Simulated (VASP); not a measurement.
# TiO2 (I4/m) in VASP: single point with PBEsol

Aim: the single point of TiO2 with PBEsol.

Everything below comes from runs of VASP 6.6.1. Logs are shortened: lines on timing, memory, paths and dates and some standing lists are left out, and cuts for length are marked.

**1. The cell of the first run**

The structure is tetragonal, space group I4/m (No. 87). Conventional cell: a = 10.169 Å, b = 10.169 Å, c = 2.946 Å, α = 90.00°, β = 90.00°, γ = 90.00°. Ti (site symmetry m) has 6 O at 1.88 to 2.07 Å within 2.5 Å. Within 2.6 Å of O (site symmetry m) lie 3 Ti at 1.88 to 2.01 Å and 1 O at 2.54 Å. O (site symmetry m) has 3 Ti at 1.90 to 2.07 Å and 3 O at 2.54 to 2.55 Å within 2.6 Å.

**2. Single point, PBEsol**

INCAR reads:

```
PREC     = Accurate       # precision mode
ENCUT    = 520            # plane-wave cutoff, eV
EDIFF    = 1E-7           # SCF threshold, eV
ISMEAR   = -1             # smearing method
SIGMA    = 0.02           # smearing width, eV
LREAL    = F              # projectors in reciprocal space
LASPH    = T              # aspherical terms in the spheres
NELM     = 100            # most SCF steps
ALGO     = Normal         # electronic algorithm
ISIF     = 2              # what is computed and relaxed
LWAVE    = F              # write WAVECAR
LCHARG   = T              # write CHGCAR
GGA      = PS             # functional
LELF     = T              # ELF
LVHAR    = T            
NBANDS   = 60             # bands
```

KPOINTS reads:

```
regular mesh
0
Gamma
  8 8 8
```

POSCAR reads:

```
TiO2
1.0
   -5.0844143705      5.0844143705      1.4727868954
    5.0844143705     -5.0844143705      1.4727868954
    5.0844143705      5.0844143705     -1.4727868954
Ti O
4 8
Direct
    0.3571704154      0.1741898404      0.5313602559
    0.8258101596      0.3571704154      0.1829805750
    0.1741898404      0.6428295846      0.8170194250
    0.6428295846      0.8258101596      0.4686397441
    0.1638748924      0.4585259251      0.6224008176
    0.5414740749      0.1638748924      0.7053489673
    0.4585259251      0.8361251076      0.2946510327
    0.8361251076      0.5414740749      0.3775991824
    0.8437742714      0.7914499819      0.6352242534
    0.2085500181      0.8437742714      0.0523242895
    0.1562257286      0.2085500181      0.3647757466
    0.7914499819      0.1562257286      0.9476757105
```

Potentials or basis: VASP PAW PBE potentials, release 64 (Ti_sv, O).

On the command line:

```
cat potpaw_PBE.64/Ti_sv/POTCAR potpaw_PBE.64/O/POTCAR > POTCAR
mpirun -np 1 vasp_std > vasp.out
```

OUTCAR:

```text
PREC = Accurate
   ENCUT = 520
   EDIFF = 1E-7
   ISMEAR = -1
   LREAL = F
   LASPH = T
   NELM = 100
   ISIF = 2
   GGA = PS

 ion  position               nearest neighbor table
   1  0.357  0.174  0.531-   6 1.88   9 1.90   9 1.90   8 2.01   8 2.01  11 2.07
   2  0.826  0.357  0.183-   8 1.88  10 1.90  10 1.90   7 2.01   7 2.01  12 2.07
   3  0.174  0.643  0.817-   5 1.88  12 1.90  12 1.90   6 2.01   6 2.01  10 2.07
   4  0.643  0.826  0.469-   7 1.88  11 1.90  11 1.90   5 2.01   5 2.01   9 2.07
   5  0.164  0.459  0.622-   3 1.88   4 2.01   4 2.01
   6  0.541  0.164  0.705-   1 1.88   3 2.01   3 2.01
   7  0.459  0.836  0.295-   4 1.88   2 2.01   2 2.01
   8  0.836  0.541  0.378-   2 1.88   1 2.01   1 2.01
   9  0.844  0.791  0.635-   1 1.90   1 1.90   4 2.07
  10  0.209  0.844  0.052-   2 1.90   2 1.90   3 2.07
  11  0.156  0.209  0.365-   4 1.90   4 1.90   1 2.07
  12  0.791  0.156  0.948-   3 1.90   3 1.90   2 2.07

  LATTYP: Found a body centered tetragonal cell.
 ALAT       =    10.1688287410
 C/A-ratio  =     0.2896669681

  Lattice vectors:

 A1 = (  -5.0844143705,   5.0844143705,   1.4727868954)
 A2 = (   5.0844143705,  -5.0844143705,   1.4727868954)
 A3 = (   5.0844143705,   5.0844143705,  -1.4727868954)

Analysis of symmetry for initial positions (statically):
=====================================================================
 Subroutine PRICEL returns:
 Original cell was already a primitive cell.

 Routine SETGRP: Setting up the symmetry group for a
 body centered tetragonal supercell.

 Subroutine GETGRP returns: Found  8 space group operations
 (whereof  8 operations were pure point group operations)
 out of a pool of 16 trial point group operations.

The static configuration has the point symmetry C_4h.

Analysis of symmetry for dynamics (positions and initial velocities):
=====================================================================
 Subroutine PRICEL returns:
 Original cell was already a primitive cell.

 Routine SETGRP: Setting up the symmetry group for a
 body centered tetragonal supercell.

 Subroutine GETGRP returns: Found  8 space group operations
 (whereof  8 operations were pure point group operations)
 out of a pool of 16 trial point group operations.

The dynamic configuration has the point symmetry C_4h.

 Subroutine INISYM returns: Found  8 space group operations
 (whereof  8 operations are pure point group operations),
 and found     1 'primitive' translations

[... 119 lines left out ...]
   NFREE  =      0    steps in history (QN), initial steepest desc. (CG)
   ISIF   =      2    stress and relaxation
   ISYM   =      2    0-nonsym 1-usesym 2-fastsym
   POTIM  = 0.5000    time-step for ionic-motion
   TEBEG  =    0.0;   TEEND  =   0.0 temperature during run
   PSTRESS=    0.0 pullay stress
   NELECT =      96.0000    total number of electrons
   NUPDOWN=      -1.0000    fix difference up-down
   EMIN   =  10.00;   EMAX   =-10.00  energy-range for DOS
   EFERMI =   0.00;   METHOD = LEGACY
   ISMEAR =    -1;   SIGMA  =   0.02  broadening in eV -4-tet -1-fermi 0-gaus
   EFERMI_NEDOS =   21; number of points for ismear=-14 and -15
   IALGO  =     38    algorithm
   IMIX   =      4    mixing-type and parameters
     AMIX     =   0.40;   BMIX     =  1.00
     AMIX_MAG =   1.60;   BMIX_MAG =  1.00
  volume/ion in A,a.u.               =      12.69        85.64
  Fermi-wavevector in a.u.,A,eV,Ry     =   1.403690  2.652590 26.808193  1.970347
  Thomas-Fermi vector in A             =   2.526327
   LORBIT       =      0    0 simple, 1 ext, 2 COOP (PROOUT), +10 PAW based schemes
   GGA     = PS    functional components
   LHFCALC =     F    Hartree Fock is set to
   AEXX    =    0.0000 exact exchange contribution
   IVDW    =     0    specifies the selected vdW correction
   LEPSILON=     F    determine dielectric tensor
   LRPA    =     F    only Hartree local field effects (RPA)
 non-spin polarized calculation
  energy-cutoff  :      520.00
  volume of cell :      152.29
 maximum number of plane-waves:      4132
   NGX = 27   NGY = 27   NGZ = 27

 number of electron      96.0000004 magnetization

 Free energy of the ion-electron system (eV)
  ---------------------------------------------------
  ext. energy  EPLUGINS =         0.00000000
  ---------------------------------------------------
  free energy    TOTEN  =      -111.73947838 eV

  energy without entropy =     -111.73947838  energy(sigma->0) =     -111.73947838

 E-fermi :   2.5067     XC(G=0): -10.0472

 val. band max:        1.9207107628   @ k =  -0.3750   0.3750   0.0000
 cond. band min:       4.5611880046   @ k =  -0.3750  -0.3750   0.3750
 fundamental gap:      2.6404772418
 Fermi energy:         2.5067159029

 k-point     1 :       0.0000    0.0000    0.0000
  band No.  band energies     occupation
      1     -54.0790      2.00000
      2     -54.0694      2.00000
      3     -54.0444      2.00000
      4     -54.0444      2.00000
      5     -30.6634      2.00000
      6     -30.5760      2.00000
[... 1501 lines left out ...]
     59       6.2187      0.00000
     60       6.6472      0.00000

 [... further k-points ...]
[... 5 lines left out ...]
  --------------------------------------------------------------------------------------
  -------------------------------------------------------------------------------------
  Total        0.5032929      0.5032929      0.7419390      0.0000010      0.0000000      0.0000000
  in kB        5.2948010      5.2948010      7.8054332      0.0000110      0.0000000      0.0000000
  external PRESSURE =       6.1316784 kB  Pullay stress =       0.0000000 kB

 VOLUME and BASIS-vectors are now :
 -----------------------------------------------------------------------------
  energy-cutoff  :      520.00
  volume of cell :      152.29
      direct lattice vectors                 reciprocal lattice vectors
    -5.084414371  5.084414371  1.472786895     0.000000000  0.098339743  0.339492429
     5.084414371 -5.084414371  1.472786895     0.098339743  0.000000000  0.339492429
     5.084414371  5.084414371 -1.472786895     0.098339743  0.098339743  0.000000000

 POSITION                                       TOTAL-FORCE (eV/Angst)
 -----------------------------------------------------------------------------------
      1.77131      3.63200     -0.00000        -0.038065     -0.006122      0.000000
     -1.45241      3.31311      1.47279        -0.006122      0.038065      0.000000
      6.53682      1.77131      0.00000         0.006122     -0.038065      0.000000
      3.31311      1.45241      1.47279         0.038065      0.006122      0.000000
      4.66267      1.66642     -0.00000        -0.016279     -0.001840      0.000000
      1.66642      5.50616      0.00000        -0.001840      0.016279      0.000000
      3.41800     -0.42174      1.47279         0.001840     -0.016279     -0.000000
      0.42174      3.41800      1.47279         0.016279      0.001840     -0.000000
      2.96370      3.49578      1.47279         0.069033      0.012835     -0.000000
      3.49578     -2.96370      1.47279         0.012835     -0.069033     -0.000000
      2.12071      1.58863      0.00000        -0.069033     -0.012835      0.000000
      1.58863      8.04812      0.00000        -0.012835      0.069033      0.000000
 -----------------------------------------------------------------------------------
    total drift:                               -0.000000     -0.000000      0.000000

  FREE ENERGIE OF THE ION-ELECTRON SYSTEM (eV)
  ---------------------------------------------------
  free  energy   TOTEN  =      -111.7394783827 eV

  energy  without entropy=     -111.7394783827  energy(sigma->0) =     -111.73947838
```

It took 20 min on 1 thread of Intel Xeon Platinum 8559C (Emerald Rapids), shared host; peak memory 0.74 GiB.

What came out:

| Item | Value |
| --- | --- |
| Free energy | -111.7395 eV |
| Pressure | 0.6 GPa |
| Largest force | 0.070 eV/Å |
| Band gap on the k mesh | 2.64 eV (least direct gap 2.77 eV) |

Forces on the atoms (eV/Å):
```
Ti  -0.038 -0.006  0.000
Ti  -0.006  0.038  0.000
Ti   0.006 -0.038  0.000
Ti   0.038  0.006  0.000
O   -0.016 -0.002  0.000
O   -0.002  0.016  0.000
O    0.002 -0.016  0.000
O    0.016  0.002  0.000
O    0.069  0.013  0.000
O    0.013 -0.069  0.000
O   -0.069 -0.013  0.000
O   -0.013  0.069  0.000
```

Caveat: the PAW data sets were made with another functional, which shifts forces and pressure a little. A k mesh can miss the band edges.
